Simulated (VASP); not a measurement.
# Cu (P6_3/mmc) in VASP: settings compared, part 2 of 2

VASP 6.6.1. Earlier steps stand in the parts before.

### Step 5. Single point, r2SCAN

This run uses another cell than the first one: it holds 8 atoms, not 2.

Contents of POSCAR:

```
Cu
1.0
    0.0000000000      0.0000000000      4.1296105404
    5.0622232860      0.0000000000      0.0000000000
   -2.5311116430      4.3840139653      0.0000000000
Cu
8
Direct
    0.2500000000      0.1666666667      0.3333333333
    0.2500000000      0.1666666667      0.8333333333
    0.2500000000      0.6666666667      0.3333333333
    0.2500000000      0.6666666667      0.8333333333
    0.7500000000      0.3333333333      0.1666666667
    0.7500000000      0.3333333333      0.6666666667
    0.7500000000      0.8333333333      0.1666666667
    0.7500000000      0.8333333333      0.6666666667
```

Contents of INCAR.step1:

```
SYSTEM = Cu
  PREC = Accurate
  ENCUT = 520
  ISMEAR = 0
  SIGMA = 0.1
  LREAL = .FALSE.
  LASPH = .TRUE.
  NELM = 100
  NBANDS = 54
  GGA = PE
  ALGO = Normal
  EDIFF = 1E-4
  LWAVE = .TRUE.
  LCHARG = .FALSE.
```

Contents of INCAR.step2:

```
SYSTEM = Cu
  PREC = Accurate
  ENCUT = 520
  EDIFF = 1E-6
  ISMEAR = 0
  SIGMA = 0.1
  LREAL = .FALSE.
  LASPH = .TRUE.
  NELM = 100
  ALGO = Normal
  ISIF = 2
  LWAVE = .FALSE.
  LCHARG = .TRUE.
  METAGGA = R2SCAN
  LMIXTAU = .TRUE.
  LELF = .TRUE.
  LVHAR = .TRUE.
  NBANDS = 54
  ISTART = 1
```

Contents of KPOINTS:

```
Automatic mesh
0
G
  8 6 6
  0 0 0
```

Potentials or basis: VASP PAW PBE potentials, release 64 (Cu).

Launch:

```console
$ cat potpaw_PBE.64/Cu/POTCAR > POTCAR
$ cp INCAR.step1 INCAR
$ mpirun -np 1 vasp_std > vasp.out
$ cp INCAR.step2 INCAR
$ mpirun -np 1 vasp_std > vasp.out
```

OUTCAR:

```text
SYSTEM = Cu
   PREC = Accurate
   ENCUT = 520
   EDIFF = 1E-6
   ISMEAR = 0
   LREAL = .FALSE.
   LASPH = .TRUE.
   NELM = 100
   ISIF = 2
   METAGGA = R2SCAN
   ISTART = 1

 ion  position               nearest neighbor table
   1  0.250  0.167  0.333-   5 2.53   5 2.53   6 2.53   6 2.53   7 2.53   7 2.53   4 2.53   4 2.53
                             2 2.53   2 2.53   3 2.53   3 2.53
   2  0.250  0.167  0.833-   6 2.53   6 2.53   5 2.53   5 2.53   8 2.53   8 2.53   3 2.53   3 2.53
                             1 2.53   1 2.53   4 2.53   4 2.53
   3  0.250  0.667  0.333-   7 2.53   7 2.53   8 2.53   8 2.53   5 2.53   5 2.53   2 2.53   4 2.53
                             2 2.53   4 2.53   1 2.53   1 2.53
   4  0.250  0.667  0.833-   8 2.53   8 2.53   7 2.53   7 2.53   6 2.53   6 2.53   1 2.53   3 2.53
                             1 2.53   3 2.53   2 2.53   2 2.53
   5  0.750  0.333  0.167-   1 2.53   1 2.53   2 2.53   2 2.53   3 2.53   3 2.53   8 2.53   6 2.53
                             8 2.53   6 2.53   7 2.53   7 2.53
   6  0.750  0.333  0.667-   2 2.53   2 2.53   1 2.53   1 2.53   4 2.53   4 2.53   7 2.53   5 2.53
                             7 2.53   5 2.53   8 2.53   8 2.53
   7  0.750  0.833  0.167-   3 2.53   3 2.53   4 2.53   4 2.53   1 2.53   1 2.53   6 2.53   6 2.53
                             8 2.53   8 2.53   5 2.53   5 2.53
   8  0.750  0.833  0.667-   4 2.53   4 2.53   3 2.53   3 2.53   2 2.53   2 2.53   5 2.53   5 2.53
                             7 2.53   7 2.53   6 2.53   6 2.53
[... 7 lines left out ...]
 A1 = (   5.0622232860,   0.0000000000,   0.0000000000)
 A2 = (  -2.5311116430,   4.3840139653,   0.0000000000)
 A3 = (   0.0000000000,   0.0000000000,   4.1296105404)

Analysis of symmetry for initial positions (statically):
=====================================================================
 Subroutine PRICEL returns following result:

  LATTYP: Found a hexagonal cell.
 ALAT       =     2.5311116430
 C/A-ratio  =     1.6315402570

  Lattice vectors:

 A1 = (   2.5311116430,   0.0000000000,   0.0000000000)
 A2 = (  -1.2655558215,   2.1920069827,   0.0000000000)
 A3 = (   0.0000000000,   0.0000000000,   4.1296105404)

   4 primitive cells build up your supercell.

 Routine SETGRP: Setting up the symmetry group for a
 hexagonal supercell.

 Subroutine GETGRP returns: Found 24 space group operations
[... 160 lines left out ...]
   LRPA    =     F    only Hartree local field effects (RPA)
 non-spin polarized calculation
 Gauss-broadening in eV      SIGMA  =   0.10
  energy-cutoff  :      520.00
  volume of cell :       91.65
 maximum number of plane-waves:      2502
 NGX is ok and might be reduce to    32

 number of electron      87.9999927 magnetization

 Free energy of the ion-electron system (eV)
  ---------------------------------------------------
  ext. energy  EPLUGINS =         0.00000000
  ---------------------------------------------------
  free energy    TOTEN  =       -86.49925565 eV

  energy without entropy =      -86.47853196  energy(sigma->0) =      -86.48889381

 E-fermi :   7.6665     XC(G=0): -13.9492

 val. band max:        7.6475845076   @ k =   0.2500   0.3333   0.1667
 cond. band min:       7.6794841984   @ k =   0.2500   0.5000  -0.0000
 fundamental gap:      0.0318996908
 Fermi energy:         7.6665091505

 k-point     1 :       0.0000    0.0000    0.0000
  band No.  band energies     occupation
      1      -2.1326      2.00000
      2       2.3663      2.00000
      3       2.6441      2.00000
      4       2.6441      2.00000
      5       2.6441      2.00000
      6       2.8814      2.00000
[... 1357 lines left out ...]
     53      17.0117      0.00000
     54      17.0117      0.00000

 [... further k-points ...]

------------------------ aborting loop because EDIFF is reached ----------------------------------------

  FORCE on cell =-STRESS in cart. coord.  units (eV):
  Direction    XX          YY          ZZ          XY          YZ          ZX
  --------------------------------------------------------------------------------------
  -------------------------------------------------------------------------------------
  Total        0.4239193      0.4239193      0.3642628      0.0000000      0.0000000      0.0000000
  in kB        7.4109089      7.4109089      6.3680009      0.0000000      0.0000000      0.0000000
  external PRESSURE =       7.0632729 kB  Pullay stress =       0.0000000 kB

 VOLUME and BASIS-vectors are now :
 -----------------------------------------------------------------------------
  energy-cutoff  :      520.00
  volume of cell :       91.65
      direct lattice vectors                 reciprocal lattice vectors
     0.000000000  0.000000000  4.129610540     0.000000000  0.000000000  0.242153586
     5.062223286  0.000000000  0.000000000     0.197541662  0.114050732  0.000000000
    -2.531111643  4.384013965  0.000000000     0.000000000  0.228101463  0.000000000

 POSITION                                       TOTAL-FORCE (eV/Angst)
 -----------------------------------------------------------------------------------
      0.00000      1.46134      1.03240        -0.000000      0.000000      0.000000
     -1.26556      3.65334      1.03240        -0.000000      0.000000     -0.000000
      2.53111      1.46134      1.03240        -0.000000      0.000000     -0.000000
      1.26556      3.65334      1.03240        -0.000000     -0.000000     -0.000000
      1.26556      0.73067      3.09721         0.000000     -0.000000     -0.000000
     -0.00000      2.92268      3.09721         0.000000      0.000000      0.000000
      3.79667      0.73067      3.09721         0.000000      0.000000     -0.000000
      2.53111      2.92268      3.09721         0.000000     -0.000000      0.000000
 -----------------------------------------------------------------------------------
    total drift:                                0.000000     -0.000000      0.000000

  FREE ENERGIE OF THE ION-ELECTRON SYSTEM (eV)
  ---------------------------------------------------
  free  energy   TOTEN  =       -86.4992556512 eV

  energy  without entropy=      -86.4785319592  energy(sigma->0) =      -86.48889381
```

OSZICAR.step1:

```text
N       E                     dE             d eps       ncg     rms          rms(c)
DAV:   1     0.821677174462E+03    0.82168E+03   -0.37538E+04  3796   0.296E+03
DAV:   2     0.820765453477E+02   -0.73960E+03   -0.71956E+03  3780   0.517E+02
DAV:   3    -0.318003647929E+02   -0.11388E+03   -0.10718E+03  3834   0.248E+02
DAV:   4    -0.369052792241E+02   -0.51049E+01   -0.50470E+01  4120   0.738E+01
DAV:   5    -0.369874142972E+02   -0.82135E-01   -0.82107E-01  4304   0.101E+01    0.219E+01
DAV:   6    -0.321999652690E+02    0.47874E+01   -0.70026E+01  4074   0.128E+02    0.104E+01
DAV:   7    -0.296950231202E+02    0.25049E+01   -0.12737E+01  4176   0.543E+01    0.138E+00
DAV:   8    -0.296437571379E+02    0.51266E-01   -0.31416E-01  4662   0.503E+00    0.120E+00
DAV:   9    -0.296195039083E+02    0.24253E-01   -0.60474E-02  4136   0.373E+00    0.692E-02
DAV:  10    -0.296198331502E+02   -0.32924E-03   -0.37682E-03  4444   0.548E-01    0.589E-02
DAV:  11    -0.296197946629E+02    0.38487E-04   -0.16881E-04  2666   0.170E-01
   1 F= -.29619795E+02 E0= -.29609058E+02  d E =-.214727E-01
```

It took 8.7 min on 1 thread of Intel Xeon Platinum 8259CL at 2.50GHz (Skylake/Cascade Lake), shared host; peak memory 0.29 GiB.

Results:

* Free energy: -86.4993 eV
* Pressure: 0.7 GPa
* Band gap on the k mesh: zero (band 44 reaches 10.92 eV, above the bottom of band 45 at 6.43 eV)

Stress tensor (GPa, compression positive):
```
0.74 0.00 0.00
0.00 0.74 0.00
0.00 0.00 0.64
```

Levels at points of the mesh, in eV from the Fermi level:
```tsv
k point	band 42	band 43	band 44	band 45	band 46	band 47
(0.00, 0.00, 0.00)	-1.02	0.09	0.09	0.09	1.82	1.82
(0.50, 0.00, 0.00)	-1.59	0.60	0.60	0.60	0.60	0.60
(0.00, 0.50, 0.00)	-1.64	-0.24	-0.24	3.02	3.02	4.97
(0.50, 0.50, 0.00)	-1.49	-1.49	-1.49	1.09	1.09	1.09
```

Caveat: the PAW data sets were made with another functional, which shifts forces and pressure a little.

### Step 6. The runs side by side

```tsv
task	level	U	cell	k mesh	cutoff (eV)	smearing	gap on the mesh (eV)	pressure (GPa)
single point	r2SCAN	-	a = 2.531, b = 2.531, c = 4.130 Å, angles 90.0, 90.0, 120.0°, 2 atoms	18 × 18 × 8	520	gaussian 0.15 eV	none	0.8
relaxation of cell and atoms	r2SCAN	-	relaxed to 1 GPa from a = 2.523, b = 2.523, c = 4.117 Å, angles 90.0, 90.0, 120.0°, 2 atoms	18 × 18 × 10	600	gaussian 0.1 eV	none	0.9
single point	r2SCAN+U	Cu d U = 5.0 eV	a = 2.545, b = 2.545, c = 4.151 Å, angles 90.0, 90.0, 120.0°, 2 atoms	18 × 18 × 10	520	gaussian 0.1 eV	none	-3.6
single point	r2SCAN	-	a = 4.130, b = 5.062, c = 5.062 Å, angles 120.0, 90.0, 90.0°, 8 atoms	8 × 6 × 6	520	gaussian 0.1 eV	none	0.7
```

Alike in all rows: potentials or basis VASP PAW PBE potentials, release 64 (Cu); no spin polarisation.

Caveats: the PAW data sets were made with another functional, which shifts forces and pressure a little; the cell is relaxed towards a set pressure, so the enthalpy falls and the energy may rise (some runs); U without spin polarisation on a metal has little footing (some runs); the U is typed as a test and isn't derived for this compound (some runs).

Absolute energies hang on the potentials; compare differences alone.
